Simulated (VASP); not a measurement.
## TaN: single point with LDA

The system is TaN.

```
Ta N
1.0
     2.88861    0.00000    0.00000
    -1.44431    2.50161    0.00000
     0.00000    0.00000    2.83630
Ta N
1 1
Direct
  0.33333 0.66667 0.50000
  0.00000 0.00000 0.00000
```

```
Program             : VASP 6.6.1
Task                : single point
Functional          : LDA
Potentials or basis : VASP PAW LDA potentials, release 64 (Ta_pv, N)
Cutoff              : 520 eV
k mesh              : 18 × 18 × 14
Occupations         : fermi-dirac, width 0.15 eV
Spin                : no spin polarisation
```

- Pressure: 9.2 GPa
- Band gap on the k mesh: zero (bands 8 and 9 overlap by 0.38 eV)

Stress tensor (GPa, compression positive):
```
9.08 0.00 0.00
0.00 9.08 0.00
0.00 0.00 9.31
```

Levels at points of the mesh, in eV from the Fermi level:
| k point | band 5 | band 6 | band 7 | band 8 | band 9 | band 10 | band 11 | band 12 |
| --- | --- | --- | --- | --- | --- | --- | --- | --- |
| (0.00, 0.00, 0.00) | -4.81 | -4.81 | -4.49 | -2.98 | 2.71 | 3.77 | 3.77 | 4.18 |
| (0.50, 0.00, 0.00) | -8.56 | -5.49 | -3.74 | -3.26 | 3.10 | 4.30 | 5.43 | 5.61 |
| (0.00, 0.00, 0.50) | -9.66 | -3.95 | -3.95 | -0.18 | -0.18 | 2.53 | 3.38 | 3.38 |
| (0.50, 0.00, 0.50) | -7.63 | -6.37 | -6.01 | -0.22 | 4.51 | 5.69 | 6.47 | 7.48 |

Wall time 90 s on 1 thread of Intel Xeon 8259CL, on a shared host, peak memory 0.21 GiB.

Caveat: the cell stands under pressure; spin-orbit coupling is left out, which moves the levels of the heavy elements.
